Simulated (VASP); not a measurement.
## Zn: single point with PBE

The system is Zn.

```
CELL_PARAMETERS angstrom
-1.29913 1.89079 1.77079
1.30118 -1.71402 1.58713
1.29909 1.69613 -1.60807
ATOMIC_POSITIONS crystal
Zn 0.00000 0.00000 0.00000
```

```
Program             : VASP 6.6.1
Task                : single point
Functional          : PBE
Potentials or basis : VASP PAW PBE potentials, release 64 (Zn)
Cutoff              : 520 eV
k mesh              : 11 × 12 × 12
Occupations         : fermi-dirac, width 0.05 eV
Spin                : no spin polarisation
```

The pressure is 0.2 GPa and the band gap on the k mesh is zero (band 6 reaches 5.33 eV, above the bottom of band 7 at -0.43 eV).

Stress tensor (GPa, compression positive):
```
 0.29 -0.01  0.01
-0.01  0.10 -0.09
 0.01 -0.09  0.08
```

Levels at points of the mesh, in eV from the Fermi level:
```
           k point  band 4  band 5  band 6  band 7  band 8  band 9
(0.00, 0.00, 0.00)   -7.47   -7.25   -7.06   12.01   15.79   17.07
(0.00, 0.50, 0.00)   -6.95   -6.80   -1.47    0.96    8.53   11.23
(0.00, 0.00, 0.50)   -6.98   -6.80   -1.81    0.45    9.73   12.49
(0.00, 0.50, 0.50)   -7.38   -6.82   -2.98   -1.72   16.18   17.15
```

It took 91 s on 1 thread of Intel(R) Xeon(R) Platinum 8259CL CPU @ 2.50GHz (Skylake/Cascade Lake), on a shared host, peak memory 0.25 GiB.
